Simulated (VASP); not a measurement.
# Bi (Pm-3n) in VASP: single point with LDA

Aim: the single point of Bi with LDA.

Program: VASP 6.6.1. These are calculated values, not measurements. Logs are shortened: lines on timing, memory, paths and dates and some standing lists are left out, and cuts for length are marked.

## (1) The cell of the first run

It takes space group Pm-3n (No. 223, cubic). The conventional cell has a = 6.225 Å, b = 6.225 Å, c = 6.225 Å, α = 90.00°, β = 90.00°, γ = 90.00°. Bi (site symmetry m-3) has 12 Bi at 3.48 Å within 4.6 Å. Bi (site symmetry -4m2) has 14 Bi at 3.11 to 3.81 Å within 4.1 Å.

## (2) Single point, LDA

File INCAR:

```
SYSTEM = Bi
PREC     = Accurate       ! precision mode
ENCUT    = 520            ! plane-wave cutoff, eV
EDIFF    = 1E-6           ! SCF threshold, eV
ISMEAR   = -1             ! smearing method
SIGMA    = 0.1            ! smearing width, eV
LREAL    = .FALSE.        ! projectors in reciprocal space
LASPH    = .TRUE.         ! aspherical terms in the spheres
NELM     = 80             ! most SCF steps
ALGO     = Normal         ! electronic algorithm
ISIF     = 2              ! what is computed and relaxed
LWAVE    = .FALSE.        ! write WAVECAR
LCHARG   = .FALSE.        ! write CHGCAR
NBANDS   = 70             ! bands
```

File KPOINTS:

```
Automatic mesh
0
G
  6 6 6
  0 0 0
```

File POSCAR:

```
Bi
1.0
    6.2246889279      0.0000000000      0.0000000000
    0.0000000000      6.2246889279      0.0000000000
    0.0000000000      0.0000000000      6.2246889279
Bi
8
Direct
    0.0000000000      1.0000000000      1.0000000000
    0.5000000000      0.5000000000      0.5000000000
    0.2500000000      0.0000000000      0.5000000000
    0.7500000000      1.0000000000      0.5000000000
    0.5000000000      0.2500000000      0.0000000000
    0.5000000000      0.7500000000      0.0000000000
    0.0000000000      0.5000000000      0.2500000000
    0.0000000000      0.5000000000      0.7500000000
```

Potentials or basis: VASP PAW LDA potentials, release 64 (Bi_d).

Run with:

```bash
cat potpaw_LDA.64/Bi_d/POTCAR > POTCAR
mpirun -np 1 vasp_std > vasp.out
```

OUTCAR:

```text
SYSTEM = Bi
   PREC = Accurate
   ENCUT = 520
   EDIFF = 1E-6
   ISMEAR = -1
   LREAL = .FALSE.
   LASPH = .TRUE.
   NELM = 80
   ISIF = 2

 ion  position               nearest neighbor table
   1  0.000  0.000  0.000-   3 3.48   4 3.48   5 3.48   6 3.48   7 3.48   8 3.48   3 3.48   4 3.48
                             7 3.48   8 3.48   5 3.48   6 3.48
   2  0.500  0.500  0.500-   3 3.48   4 3.48   5 3.48   6 3.48   7 3.48   8 3.48   5 3.48   6 3.48
                             3 3.48   4 3.48   7 3.48   8 3.48
   3  0.250  0.000  0.500-   4 3.11   4 3.11   1 3.48   1 3.48   2 3.48   2 3.48   8 3.81   7 3.81
                             8 3.81   7 3.81   6 3.81   5 3.81   5 3.81   6 3.81
   4  0.750  0.000  0.500-   3 3.11   3 3.11   1 3.48   1 3.48   2 3.48   2 3.48   8 3.81   7 3.81
                             8 3.81   7 3.81   6 3.81   5 3.81   5 3.81   6 3.81
   5  0.500  0.250  0.000-   6 3.11   6 3.11   1 3.48   2 3.48   2 3.48   1 3.48   8 3.81   7 3.81
                             7 3.81   8 3.81   3 3.81   4 3.81   3 3.81   4 3.81
   6  0.500  0.750  0.000-   5 3.11   5 3.11   1 3.48   2 3.48   2 3.48   1 3.48   8 3.81   7 3.81
                             7 3.81   8 3.81   3 3.81   4 3.81   3 3.81   4 3.81
   7  0.000  0.500  0.250-   8 3.11   8 3.11   1 3.48   2 3.48   1 3.48   2 3.48   3 3.81   4 3.81
                             5 3.81   3 3.81   4 3.81   6 3.81   5 3.81   6 3.81
   8  0.000  0.500  0.750-   7 3.11   7 3.11   1 3.48   2 3.48   1 3.48   2 3.48   3 3.81   4 3.81
                             5 3.81   3 3.81   4 3.81   6 3.81   5 3.81   6 3.81

  LATTYP: Found a simple cubic cell.
 ALAT       =     6.2246889279

  Lattice vectors:

 A1 = (   6.2246889279,   0.0000000000,   0.0000000000)
 A2 = (   0.0000000000,   6.2246889279,   0.0000000000)
 A3 = (   0.0000000000,   0.0000000000,   6.2246889279)

Analysis of symmetry for initial positions (statically):
=====================================================================
 Subroutine PRICEL returns:
 Original cell was already a primitive cell.

 Routine SETGRP: Setting up the symmetry group for a
 simple cubic supercell.

 Subroutine GETGRP returns: Found 48 space group operations
 (whereof 24 operations were pure point group operations)
 out of a pool of 48 trial point group operations.

The static configuration has the point symmetry T_h .
 The point group associated with its full space group is O_h .

Analysis of symmetry for dynamics (positions and initial velocities):
=====================================================================
 Subroutine PRICEL returns:
 Original cell was already a primitive cell.

 Routine SETGRP: Setting up the symmetry group for a
 simple cubic supercell.

 Subroutine GETGRP returns: Found 48 space group operations
 (whereof 24 operations were pure point group operations)
 out of a pool of 48 trial point group operations.

The dynamic configuration has the point symmetry T_h .
 The point group associated with its full space group is O_h .

 Subroutine INISYM returns: Found 48 space group operations
 (whereof 24 operations are pure point group operations),
 and found     1 'primitive' translations

----------------------------------------------------------------------------------------

                                     Primitive cell

  volume of cell :     241.1865

  direct lattice vectors                    reciprocal lattice vectors
     6.224688928  0.000000000  0.000000000     0.160650598  0.000000000  0.000000000
     0.000000000  6.224688928  0.000000000     0.000000000  0.160650598  0.000000000
     0.000000000  0.000000000  6.224688928     0.000000000  0.000000000  0.160650598

  length of vectors
     6.224688928  6.224688928  6.224688928     0.160650598  0.160650598  0.160650598

  position of ions in fractional coordinates (direct lattice)
     0.000000000  0.000000000  0.000000000
     0.500000000  0.500000000  0.500000000
     0.250000000  0.000000000  0.500000000
     0.750000000  0.000000000  0.500000000
     0.500000000  0.250000000  0.000000000
     0.500000000  0.750000000  0.000000000
     0.000000000  0.500000000  0.250000000
     0.000000000  0.500000000  0.750000000

  ion indices of the primitive-cell ions
   primitive index   ion index
                 1           1
                 2           2
                 3           3
                 4           4
                 5           5
                 6           6
                 7           7
                 8           8

----------------------------------------------------------------------------------------

 KPOINTS: Automatic mesh

Automatic generation of k-mesh.
 Grid dimensions read from file:
 generate k-points for:    6    6    6

 Generating k-lattice:

  Cartesian coordinates                     Fractional coordinates (reciprocal lattice)
     0.026775100  0.000000000  0.000000000     0.166666667  0.000000000  0.000000000
     0.000000000  0.026775100  0.000000000     0.000000000  0.166666667  0.000000000
     0.000000000  0.000000000  0.026775100     0.000000000  0.000000000  0.166666667

  Length of vectors
     0.026775100  0.026775100  0.026775100

  Shift w.r.t. Gamma in fractional coordinates (k-lattice)
     0.000000000  0.000000000  0.000000000

 Subroutine IBZKPT returns following result:
 ===========================================

 Found     20 irreducible k-points:

 Following reciprocal coordinates:
            Coordinates               Weight
  0.000000  0.000000  0.000000      1.000000
  0.166667  0.000000  0.000000      6.000000
  0.333333  0.000000  0.000000      6.000000
  0.500000  0.000000  0.000000      3.000000
  0.166667  0.166667  0.000000     12.000000
  0.333333  0.166667  0.000000     24.000000
[... 12 lines left out ...]
  0.500000  0.500000  0.333333      6.000000
  0.500000  0.500000  0.500000      1.000000
   k-points           NKPTS =     20   k-points in BZ     NKDIM =     20   number of bands    NBANDS=     70
   number of dos      NEDOS =    301   number of ions     NIONS =      8
   total plane-waves  NPLWV = 110592
   dimension x,y,z NGX =    48 NGY =   48 NGZ =   48
   dimension x,y,z NGXF=    96 NGYF=   96 NGZF=   96
   ions per type =               8
   NGX,Y,Z   is equivalent  to a cutoff of  12.82, 12.82, 12.82 a.u.
   NGXF,Y,Z  is equivalent  to a cutoff of  25.64, 25.64, 25.64 a.u.
 SYSTEM =  Bi
   PREC   = accura    normal or accurate (medium, high low for compatibility)
   ISTART =      0    job   : 0-new  1-cont  2-samecut
   ICHARG =      2    charge: 1-file 2-atom 10-const
   ISPIN  =      1    spin polarized calculation?
   LNONCOLLINEAR =      F non collinear calculations
   LSORBIT =      F    spin-orbit coupling
   LASPH  =      T    aspherical Exc in radial PAW
   ENCUT  =  520.0 eV  38.22 Ry    6.18 a.u.  11.57 11.57 11.57*2*pi/ulx,y,z
   NELM   =     80;   NELMIN=  2; NELMDL= -5     # of ELM steps
   EDIFF  = 0.1E-05   stopping-criterion for ELM
   LREAL  =      F    real-space projection
   EDIFFG = 0.1E-04   stopping-criterion for IOM
   NSW    =      0    number of steps for IOM
   IBRION =     -1    ionic relax: 0-MD 1-quasi-New 2-CG
   NFREE  =      0    steps in history (QN), initial steepest desc. (CG)
   ISIF   =      2    stress and relaxation
   ISYM   =      2    0-nonsym 1-usesym 2-fastsym
   POTIM  = 0.5000    time-step for ionic-motion
   TEBEG  =    0.0;   TEEND  =   0.0 temperature during run
   PSTRESS=    0.0 pullay stress
   NELECT =     120.0000    total number of electrons
   NUPDOWN=      -1.0000    fix difference up-down
   EMIN   =  10.00;   EMAX   =-10.00  energy-range for DOS
   EFERMI =   0.00;   METHOD = LEGACY
   ISMEAR =    -1;   SIGMA  =   0.10  broadening in eV -4-tet -1-fermi 0-gaus
   EFERMI_NEDOS =   21; number of points for ismear=-14 and -15
   IALGO  =     38    algorithm
   IMIX   =      4    mixing-type and parameters
     AMIX     =   0.40;   BMIX     =  1.00
     AMIX_MAG =   1.60;   BMIX_MAG =  1.00
  volume/ion in A,a.u.               =      30.15       203.45
  Fermi-wavevector in a.u.,A,eV,Ry     =   1.297232  2.451413 22.896025  1.682810
  Thomas-Fermi vector in A             =   2.428637
   LORBIT       =      0    0 simple, 1 ext, 2 COOP (PROOUT), +10 PAW based schemes
   GGA     = CA    functional components
   LHFCALC =     F    Hartree Fock is set to
   AEXX    =    0.0000 exact exchange contribution
   IVDW    =     0    specifies the selected vdW correction
   LEPSILON=     F    determine dielectric tensor
   LRPA    =     F    only Hartree local field effects (RPA)
 non-spin polarized calculation
  energy-cutoff  :      520.00
  volume of cell :      241.19
 maximum number of plane-waves:      6515
 NGX is ok and might be reduce to    48
   NGX = 23   NGY = 23   NGZ = 23

 number of electron     119.9999896 magnetization

 Free energy of the ion-electron system (eV)
  ---------------------------------------------------
  ext. energy  EPLUGINS =         0.00000000
  ---------------------------------------------------
  free energy    TOTEN  =       -34.67556299 eV

  energy without entropy =      -34.46531329  energy(sigma->0) =      -34.57043814

 E-fermi :   8.1618     XC(G=0): -10.6770

 val. band max:        8.1591883339   @ k =   0.5000   0.5000   0.1667
 cond. band min:       8.1753180173   @ k =   0.3333   0.0000   0.0000
 fundamental gap:      0.0161296834
 Fermi energy:         8.1617540021

 k-point     1 :       0.0000    0.0000    0.0000
  band No.  band energies     occupation
      1     -15.0782      2.00000
      2     -15.0718      2.00000
      3     -15.0718      2.00000
      4     -14.9473      2.00000
      5     -14.9473      2.00000
      6     -14.9266      2.00000
[... 62 lines left out ...]
     69      11.2002      0.00000
     70      13.5215      0.00000

 k-point     2 :       0.1667    0.0000    0.0000
  band No.  band energies     occupation
      1     -15.0758      2.00000
      2     -15.0718      2.00000
      3     -15.0451      2.00000
      4     -14.9480      2.00000
      5     -14.9470      2.00000
      6     -14.9425      2.00000
[... 1306 lines left out ...]
 k-point    20 :       0.5000    0.5000    0.5000
  band No.  band energies     occupation
      1     -14.9490      2.00000
      2     -14.9490      2.00000
      3     -14.9490      2.00000
      4     -14.9490      2.00000
      5     -14.9348      2.00000
      6     -14.9348      2.00000
[... 62 lines left out ...]
     69       8.9666      0.00064
     70       8.9666      0.00064

------------------------ aborting loop because EDIFF is reached ----------------------------------------

  FORCE on cell =-STRESS in cart. coord.  units (eV):
  Direction    XX          YY          ZZ          XY          YZ          ZX
  --------------------------------------------------------------------------------------
  -------------------------------------------------------------------------------------
  Total       -0.0244019     -0.0244019     -0.0244019      0.0000000      0.0000000      0.0000000
  in kB       -0.1620994     -0.1620994     -0.1620994      0.0000000      0.0000000      0.0000000
  external PRESSURE =      -0.1620994 kB  Pullay stress =       0.0000000 kB

 VOLUME and BASIS-vectors are now :
 -----------------------------------------------------------------------------
  energy-cutoff  :      520.00
  volume of cell :      241.19
      direct lattice vectors                 reciprocal lattice vectors
     6.224688928  0.000000000  0.000000000     0.160650598  0.000000000  0.000000000
     0.000000000  6.224688928  0.000000000     0.000000000  0.160650598  0.000000000
     0.000000000  0.000000000  6.224688928     0.000000000  0.000000000  0.160650598

 POSITION                                       TOTAL-FORCE (eV/Angst)
 -----------------------------------------------------------------------------------
      0.00000      0.00000      0.00000         0.000000     -0.000000     -0.000000
      3.11234      3.11234      3.11234         0.000000     -0.000000     -0.000000
      1.55617      0.00000      3.11234         0.000000     -0.000000     -0.000000
      4.66852      0.00000      3.11234        -0.000000      0.000000      0.000000
      3.11234      1.55617      0.00000        -0.000000      0.000000      0.000000
      3.11234      4.66852      0.00000        -0.000000     -0.000000     -0.000000
      0.00000      3.11234      1.55617         0.000000      0.000000      0.000000
      0.00000      3.11234      4.66852         0.000000     -0.000000     -0.000000
 -----------------------------------------------------------------------------------
    total drift:                                0.000000     -0.000000      0.000000

  FREE ENERGIE OF THE ION-ELECTRON SYSTEM (eV)
  ---------------------------------------------------
  free  energy   TOTEN  =       -34.6755629875 eV

  energy  without entropy=      -34.4653132950  energy(sigma->0) =      -34.57043814
```

Run time: 2.1 min. Hardware: 1 thread of Intel Xeon Platinum 8559C (Emerald Rapids), shared host; peak memory 0.38 GiB.

Results:

- Free energy: -34.6756 eV
- Pressure: 0.0 GPa
- Band gap on the k mesh: zero (bands 60 and 61 overlap by 0.55 eV)

Caveat: spin-orbit coupling is left out, which moves the levels of the heavy elements.
